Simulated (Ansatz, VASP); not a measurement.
## One calculation of Mg4H, two programs

```
CELL_PARAMETERS angstrom
6.42014 0.00000 0.00000
0.00000 5.13791 0.00000
0.00000 0.00000 21.66448
ATOMIC_POSITIONS crystal
Mg 0.00000 0.75000 0.18463
Mg 0.50000 0.75000 0.18463
Mg 0.25000 0.25000 0.22741
Mg 0.75000 0.25000 0.22741
Mg 0.25000 0.75000 0.31732
Mg 0.75000 0.75000 0.31732
Mg 0.00000 0.25000 0.35378
Mg 0.50000 0.25000 0.35378
H 0.67843 0.08333 0.44841
H 0.82157 0.08333 0.44841
```

Alike in both runs: task single point; functional PBE; k mesh 4 × 5 × 1; occupations gaussian, width 0.1 eV; no spin polarisation.

```csv
,VASP,Ansatz
version,VASP 6.6.1,Ansatz 0.2.0
potentials or method,"VASP PAW PBE potentials, release 64 (Mg, H), cutoff 520 eV","scalar-relativistic, plane waves, PAW"
valence electrons in the cell,18,82
```

|  | VASP | Ansatz | Ansatz less VASP |
| --- | --- | --- | --- |
| gap on the k mesh at the Fermi level (eV) | none | none | - |
| rms of the force components (eV/Å) | 0.741 | 0.742 | +0.0004 |

Atom by atom the forces differ by 0.003 eV/Å (rms over components). A gap of «none» marks a metal or a gap that the smearing closes. VASP's potentials hold 18 valence electrons a cell and Ansatz's 82, so a difference there can come from the potentials and not from the codes.
